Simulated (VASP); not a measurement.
# InCuO (P4/mmm) in VASP: a series of runs

Runs on InCuO. Level: PBE. Tasks: relaxation of cell and atoms, single point.

Program: VASP 6.6.1. These are calculated values, not measurements. Logs are shortened: lines on timing, memory, paths and dates and some standing lists are left out, and cuts for length are marked.

## Step 1: The cell of the first run

Symmetry: P4/mmm, No. 123, tetragonal system. Conventional cell: a = 2.936 Å, b = 2.936 Å, c = 5.377 Å, α = 90.00°, β = 90.00°, γ = 90.00°. Within 3.5 Å of In (site symmetry 4/mmm) lie 2 O at 2.69 Å and 4 In at 2.94 Å and 8 Cu at 3.40 Å. Cu (site symmetry 4/mmm) has 4 O at 2.08 Å within 2.7 Å. Within 2.7 Å of O (site symmetry 4/mmm) lie 4 Cu at 2.08 Å and 2 In at 2.69 Å.

The cell was built from a structure type or drawn by symmetry, and may not be a known phase.

## Step 2: Relaxation of cell and atoms, PBE

The input, INCAR:

```
SYSTEM = InCuO
  ALGO = Normal
  EDIFF = 1E-6
  EDIFFG = -0.01
  ENCUT = 600
  GGA = PE
  IBRION = 2
  ISIF = 3
  ISMEAR = 0
  LASPH = .TRUE.
  LCHARG = .FALSE.
  LREAL = .FALSE.
  LWAVE = .FALSE.
  NELM = 60
  NSW = 100
  PREC = Accurate
  SIGMA = 0.1
```

The input, KPOINTS:

```
k-points
0
G
  16 16 10
  0 0 0
```

The input, POSCAR:

```
InCuO
1.0
    2.9362760922      0.0000000000      0.0000000000
    0.0000000000      2.9362760922      0.0000000000
    0.0000000000      0.0000000000      5.3766158502
In Cu O
1 1 1
Direct
    0.0000000000      0.0000000000      0.0000000000
    0.5000000000      0.5000000000      0.5000000000
    0.0000000000      0.0000000000      0.5000000000
```

Potentials or basis: VASP PAW PBE potentials, release 64 (In_d, Cu, O).

Command:

```console
> cat potpaw_PBE.64/In_d/POTCAR potpaw_PBE.64/Cu/POTCAR potpaw_PBE.64/O/POTCAR > POTCAR
> mpirun -np 1 vasp_std > vasp.out
```

OUTCAR:

```text
SYSTEM = InCuO
   EDIFF = 1E-6
   EDIFFG = -0.01
   ENCUT = 600
   GGA = PE
   IBRION = 2
   ISIF = 3
   ISMEAR = 0
   LASPH = .TRUE.
   LREAL = .FALSE.
   NELM = 60
   NSW = 100
   PREC = Accurate

 ion  position               nearest neighbor table
   1  0.000  0.000  0.000-   3 2.69   3 2.69   2 3.40   2 3.40   2 3.40   2 3.40   2 3.40   2 3.40
                             2 3.40   2 3.40
   2  0.500  0.500  0.500-   3 2.08   3 2.08   3 2.08   3 2.08   1 3.40   1 3.40   1 3.40   1 3.40
                             1 3.40   1 3.40   1 3.40   1 3.40
   3  0.000  0.000  0.500-   2 2.08   2 2.08   2 2.08   2 2.08   1 2.69   1 2.69

  LATTYP: Found a simple tetragonal cell.
 ALAT       =     2.9362760922
 C/A-ratio  =     1.8311002376

  Lattice vectors:

 A1 = (   2.9362760922,   0.0000000000,   0.0000000000)
 A2 = (   0.0000000000,   2.9362760922,   0.0000000000)
 A3 = (   0.0000000000,   0.0000000000,   5.3766158502)

Analysis of symmetry for initial positions (statically):
=====================================================================
 Subroutine PRICEL returns:
 Original cell was already a primitive cell.

 Routine SETGRP: Setting up the symmetry group for a
 simple tetragonal supercell.

 Subroutine GETGRP returns: Found 16 space group operations
 (whereof 16 operations were pure point group operations)
 out of a pool of 16 trial point group operations.

The static configuration has the point symmetry D_4h.

Analysis of symmetry for dynamics (positions and initial velocities):
=====================================================================
 Subroutine PRICEL returns:
 Original cell was already a primitive cell.

 Routine SETGRP: Setting up the symmetry group for a
 simple tetragonal supercell.

 Subroutine GETGRP returns: Found 16 space group operations
 (whereof 16 operations were pure point group operations)
 out of a pool of 16 trial point group operations.

The dynamic configuration has the point symmetry D_4h.

 Subroutine INISYM returns: Found 16 space group operations
 (whereof 16 operations are pure point group operations),
 and found     1 'primitive' translations

----------------------------------------------------------------------------------------

                                     Primitive cell

  volume of cell :      46.3557

  direct lattice vectors                    reciprocal lattice vectors
     2.936276092  0.000000000  0.000000000     0.340567429  0.000000000  0.000000000
     0.000000000  2.936276092  0.000000000     0.000000000  0.340567429  0.000000000
     0.000000000  0.000000000  5.376615850     0.000000000  0.000000000  0.185990599

  length of vectors
     2.936276092  2.936276092  5.376615850     0.340567429  0.340567429  0.185990599

  position of ions in fractional coordinates (direct lattice)
     0.000000000  0.000000000  0.000000000
     0.500000000  0.500000000  0.500000000
     0.000000000  0.000000000  0.500000000

  ion indices of the primitive-cell ions
   primitive index   ion index
                 1           1
                 2           2
                 3           3

----------------------------------------------------------------------------------------

 KPOINTS: k-points

Automatic generation of k-mesh.
 Grid dimensions read from file:
 generate k-points for:   16   16   10

 Generating k-lattice:

  Cartesian coordinates                     Fractional coordinates (reciprocal lattice)
     0.021285464  0.000000000  0.000000000     0.062500000  0.000000000  0.000000000
     0.000000000  0.021285464  0.000000000     0.000000000  0.062500000  0.000000000
     0.000000000  0.000000000  0.018599060     0.000000000  0.000000000  0.100000000

  Length of vectors
     0.021285464  0.021285464  0.018599060

  Shift w.r.t. Gamma in fractional coordinates (k-lattice)
     0.000000000  0.000000000  0.000000000

 Subroutine IBZKPT returns following result:
 ===========================================

 Found    270 irreducible k-points:

 Following reciprocal coordinates:
            Coordinates               Weight
  0.000000  0.000000  0.000000      1.000000
  0.062500  0.000000  0.000000      4.000000
  0.125000  0.000000  0.000000      4.000000
  0.187500  0.000000  0.000000      4.000000
  0.250000  0.000000  0.000000      4.000000
  0.312500  0.000000  0.000000      4.000000
[... 16 lines left out ...]
  0.437500  0.125000  0.000000      8.000000
  0.500000  0.125000  0.000000      4.000000
 [... further k-points ...]
   k-points           NKPTS =    270   k-points in BZ     NKDIM =    270   number of bands    NBANDS=     19
   number of dos      NEDOS =    301   number of ions     NIONS =      3
   total plane-waves  NPLWV =  27648
   dimension x,y,z NGX =    24 NGY =   24 NGZ =   48
   dimension x,y,z NGXF=    48 NGYF=   48 NGZF=   96
   ions per type =               1   1   1
   NGX,Y,Z   is equivalent  to a cutoff of  13.59, 13.59, 14.84 a.u.
   NGXF,Y,Z  is equivalent  to a cutoff of  27.18, 27.18, 29.68 a.u.
 SYSTEM =  InCuO
   PREC   = accura    normal or accurate (medium, high low for compatibility)
   ISTART =      0    job   : 0-new  1-cont  2-samecut
   ICHARG =      2    charge: 1-file 2-atom 10-const
   ISPIN  =      1    spin polarized calculation?
   LNONCOLLINEAR =      F non collinear calculations
   LSORBIT =      F    spin-orbit coupling
   LASPH  =      T    aspherical Exc in radial PAW
   ENCUT  =  600.0 eV  44.10 Ry    6.64 a.u.   5.86  5.86 10.74*2*pi/ulx,y,z
   NELM   =     60;   NELMIN=  2; NELMDL= -5     # of ELM steps
   EDIFF  = 0.1E-05   stopping-criterion for ELM
   LREAL  =      F    real-space projection
   EDIFFG = -.1E-01   stopping-criterion for IOM
   NSW    =    100    number of steps for IOM
   IBRION =      2    ionic relax: 0-MD 1-quasi-New 2-CG
   NFREE  =      1    steps in history (QN), initial steepest desc. (CG)
   ISIF   =      3    stress and relaxation
   ISYM   =      2    0-nonsym 1-usesym 2-fastsym
   POTIM  = 0.5000    time-step for ionic-motion
   TEBEG  =    0.0;   TEEND  =   0.0 temperature during run
   PSTRESS=    0.0 pullay stress
   NELECT =      30.0000    total number of electrons
   NUPDOWN=      -1.0000    fix difference up-down
   EMIN   =  10.00;   EMAX   =-10.00  energy-range for DOS
   EFERMI =   0.00;   METHOD = LEGACY
   ISMEAR =     0;   SIGMA  =   0.10  broadening in eV -4-tet -1-fermi 0-gaus
   EFERMI_NEDOS =   21; number of points for ismear=-14 and -15
   IALGO  =     38    algorithm
   IMIX   =      4    mixing-type and parameters
     AMIX     =   0.40;   BMIX     =  1.00
     AMIX_MAG =   1.60;   BMIX_MAG =  1.00
  volume/ion in A,a.u.               =      15.45       104.27
  Fermi-wavevector in a.u.,A,eV,Ry     =   1.416058  2.675961 27.282671  2.005220
  Thomas-Fermi vector in A             =   2.537432
   LORBIT       =      0    0 simple, 1 ext, 2 COOP (PROOUT), +10 PAW based schemes
   GGA     = PE    functional components
   LHFCALC =     F    Hartree Fock is set to
   AEXX    =    0.0000 exact exchange contribution
   IVDW    =     0    specifies the selected vdW correction
   LEPSILON=     F    determine dielectric tensor
   LRPA    =     F    only Hartree local field effects (RPA)
 conjugate gradient relaxation of ions
 non-spin polarized calculation
 Gauss-broadening in eV      SIGMA  =   0.10
  energy-cutoff  :      600.00
  volume of cell :       46.36
 maximum number of plane-waves:      1584
 NGX is ok and might be reduce to    24
   NGX = 11   NGY = 11   NGZ = 21

--------------------------------------- Ionic step        1  -------------------------------------------

 number of electron      29.9999993 magnetization

 Free energy of the ion-electron system (eV)
  ---------------------------------------------------
  ext. energy  EPLUGINS =         0.00000000
  ---------------------------------------------------
  free energy    TOTEN  =       -12.21189752 eV

  energy without entropy =      -12.20537284  energy(sigma->0) =      -12.20863518

------------------------ aborting loop because EDIFF is reached ----------------------------------------

  FORCE on cell =-STRESS in cart. coord.  units (eV):
  Direction    XX          YY          ZZ          XY          YZ          ZX
  --------------------------------------------------------------------------------------
  -------------------------------------------------------------------------------------
  Total        0.3297497      0.3297497     -0.2819815      0.0000000      0.0000000      0.0000000
  in kB       11.3970443     11.3970443     -9.7460454      0.0000000      0.0000000      0.0000000
  external PRESSURE =       4.3493477 kB  Pullay stress =       0.0000000 kB
[... 170 lines left out ...]
  energy  without entropy=      -12.2104709391  energy(sigma->0) =      -12.21411221

--------------------------------------- Ionic step        6  -------------------------------------------

 number of electron      30.0000014 magnetization

 Free energy of the ion-electron system (eV)
  ---------------------------------------------------
  ext. energy  EPLUGINS =         0.00000000
  ---------------------------------------------------
  free energy    TOTEN  =       -12.21783628 eV

  energy without entropy =      -12.21050114  energy(sigma->0) =      -12.21416871

 E-fermi :   6.7674     XC(G=0): -11.0370

 val. band max:        6.7619973806   @ k =   0.4375   0.2500   0.5000
 cond. band min:       6.7713333247   @ k =   0.3750   0.1250   0.5000
 fundamental gap:      0.0093359441
 Fermi energy:         6.7674492149

 k-point     1 :       0.0000    0.0000    0.0000
  band No.  band energies     occupation
      1     -12.0787      2.00000
      2      -8.3227      2.00000
      3      -7.9009      2.00000
      4      -7.5538      2.00000
      5      -7.5538      2.00000
      6      -7.4351      2.00000
[... 11 lines left out ...]
     18      15.9743      0.00000
     19      15.9743      0.00000
[... 489 lines left out ...]
      3      -7.8781      2.00000
      4      -7.7440      2.00000
      5      -7.5708      2.00000
      6      -7.3509      2.00000
[... 11 lines left out ...]
     18      12.6321      0.00000
     19      14.0983      0.00000

 [... further k-points ...]

------------------------ aborting loop because EDIFF is reached ----------------------------------------

  FORCE on cell =-STRESS in cart. coord.  units (eV):
  Direction    XX          YY          ZZ          XY          YZ          ZX
  --------------------------------------------------------------------------------------
  -------------------------------------------------------------------------------------
  Total       -0.0094046     -0.0094046     -0.0176533      0.0000000     -0.0000000      0.0000000
  in kB       -0.3275680     -0.3275680     -0.6148763      0.0000000     -0.0000000      0.0000000
  external PRESSURE =      -0.4233374 kB  Pullay stress =       0.0000000 kB
[... 18 lines left out ...]
  FREE ENERGIE OF THE ION-ELECTRON SYSTEM (eV)
  ---------------------------------------------------
  free  energy   TOTEN  =       -12.2178362850 eV

  energy  without entropy=      -12.2105011380  energy(sigma->0) =      -12.21416871

 reached required accuracy - stopping structural energy minimisation
```

Wall time 14 min (1 thread of AMD EPYC 7R43 (Zen 3), shared host); peak memory 0.42 GiB.

Results:

```
Free energy                           : -12.2178 eV
Relaxed volume                        : 15.33 Å³/atom
Relaxed cell                          : a = 2.960 Å, b = 2.960 Å, c = 5.251 Å, α = 90.00°, β = 90.00°, γ = 90.00°
Space group after relaxing (to 0.1 Å) : P4/mmm (No. 123)
Energy gained by relaxing             : 2.0 meV/atom
Ionic steps                           : 6
Pressure after relaxing               : 0.0 GPa
Band gap on the k mesh                : zero (bands 15 and 16 overlap by 1.45 eV)
```

Step by step:
```csv
step,energy change (eV),largest force (eV/Å),pressure (GPa),volume (Å³)
1,0.0000,0.0000,0.43,46.36
2,-0.0028,0.0000,-0.52,46.64
3,-0.0029,0.0000,-0.73,46.72
4,-0.0051,0.0000,-0.39,46.37
5,-0.0059,0.0000,-0.10,46.11
6,-0.0059,0.0000,-0.04,46.00
```

Final structure:
```
In Cu O
1.0
     2.95969    0.00000    0.00000
     0.00000    2.95969    0.00000
     0.00000    0.00000    5.25116
In Cu O
1 1 1
Direct
  0.00000 0.00000 0.00000
  0.50000 0.50000 0.50000
  0.00000 0.00000 0.50000
```

Levels at points of the mesh, in eV from the Fermi level:
| k point | band 12 | band 13 | band 14 | band 15 | band 16 | band 17 | band 18 | band 19 |
| --- | --- | --- | --- | --- | --- | --- | --- | --- |
| (0.00, 0.00, 0.00) | -2.01 | -2.01 | -1.98 | -1.89 | 2.13 | 2.64 | 9.21 | 9.21 |
| (0.50, 0.00, 0.00) | -1.96 | -1.63 | -1.16 | -0.51 | 0.85 | 3.40 | 5.62 | 7.81 |
| (0.50, 0.50, 0.00) | -2.16 | -1.55 | -1.45 | 0.86 | 0.86 | 1.31 | 2.79 | 6.69 |
| (0.00, 0.00, 0.50) | -2.39 | -2.02 | -2.02 | -1.98 | -0.59 | 6.35 | 8.14 | 9.18 |
| (0.50, 0.00, 0.50) | -1.95 | -1.76 | -1.50 | -0.55 | 0.86 | 2.80 | 5.40 | 7.98 |
| (0.50, 0.50, 0.50) | -2.13 | -1.55 | -1.45 | 0.85 | 0.85 | 2.68 | 3.56 | 4.06 |

Caveat: spin-orbit coupling is left out, which moves the levels of the heavy elements.

## Step 3: Single point, PBE, collinear spin

The input, INCAR:

```
PREC = Accurate
ENCUT = 520
EDIFF = 1E-7
ISMEAR = 0
SIGMA = 0.1
LREAL = F
LASPH = T
NELM = 150
ALGO = Normal
ISIF = 2
LWAVE = F
LCHARG = F
ISPIN = 2
MAGMOM = 0 1 0
LORBIT = 11
LMAXMIX = 4
GGA = PE
NBANDS = 26
```

The input, KPOINTS:

```
regular mesh
0
Gamma
  6 6 4
```

POSCAR is that of step 2.

Potentials or basis: VASP PAW PBE potentials, release 64 (In_d, Cu, O).

Command:

```console
> cat potpaw_PBE.64/In_d/POTCAR potpaw_PBE.64/Cu/POTCAR potpaw_PBE.64/O/POTCAR > POTCAR
> mpirun -np 1 vasp_std > vasp.out
```

It took 30 s on 1 thread of Intel Xeon 6975P-C (Granite Rapids), shared host; peak memory 0.21 GiB.

Results (log left out):

| Property | Result |
| --- | --- |
| Free energy | -12.2590 eV |
| Pressure | 0.1 GPa |
| Band gap on the k mesh | zero (filled and empty bands overlap) |
| Net moment | 0.00 μB per cell |
| Valence electrons inside the program's atomic spheres | In 11.37; Cu 9.81; O 4.91 |

Stress tensor (GPa, compression positive):
```
 0.25  0.00  0.00
 0.00  0.25  0.00
 0.00  0.00 -0.28
```

Levels at points of the mesh, in eV from the Fermi level:
Spin up:
```
           k point  band 13  band 14  band 15  band 16  band 17  band 18
(0.00, 0.00, 0.00)    -2.10    -2.10    -2.01     1.80     2.52     9.33
(0.50, 0.00, 0.00)    -1.75    -1.19    -0.72     0.83     3.25     5.21
(0.50, 0.50, 0.00)    -1.67    -1.54     0.77     0.77     1.33     2.89
(0.00, 0.00, 0.50)    -2.12    -2.11    -2.11    -0.67     6.01     7.80
(0.50, 0.00, 0.50)    -1.97    -1.61    -0.70     0.84     2.62     5.34
(0.50, 0.50, 0.50)    -1.67    -1.54     0.76     0.76     2.53     3.62
```
Spin down:
| k point | band 13 | band 14 | band 15 | band 16 | band 17 | band 18 |
| --- | --- | --- | --- | --- | --- | --- |
| (0.00, 0.00, 0.00) | -2.10 | -2.10 | -2.01 | 1.80 | 2.52 | 9.33 |
| (0.50, 0.00, 0.00) | -1.75 | -1.19 | -0.72 | 0.83 | 3.25 | 5.21 |
| (0.50, 0.50, 0.00) | -1.67 | -1.54 | 0.77 | 0.77 | 1.33 | 2.89 |
| (0.00, 0.00, 0.50) | -2.12 | -2.11 | -2.11 | -0.67 | 6.01 | 7.80 |
| (0.50, 0.00, 0.50) | -1.97 | -1.61 | -0.70 | 0.84 | 2.62 | 5.34 |
| (0.50, 0.50, 0.50) | -1.67 | -1.54 | 0.76 | 0.76 | 2.53 | 3.62 |

Caveat: spin-orbit coupling is left out, which moves the levels of the heavy elements. With open d or f shells a metallic result of PBE can be an artefact of self-interaction; +U or a hybrid may open a gap.

(Part 1 of 2 ends here.)
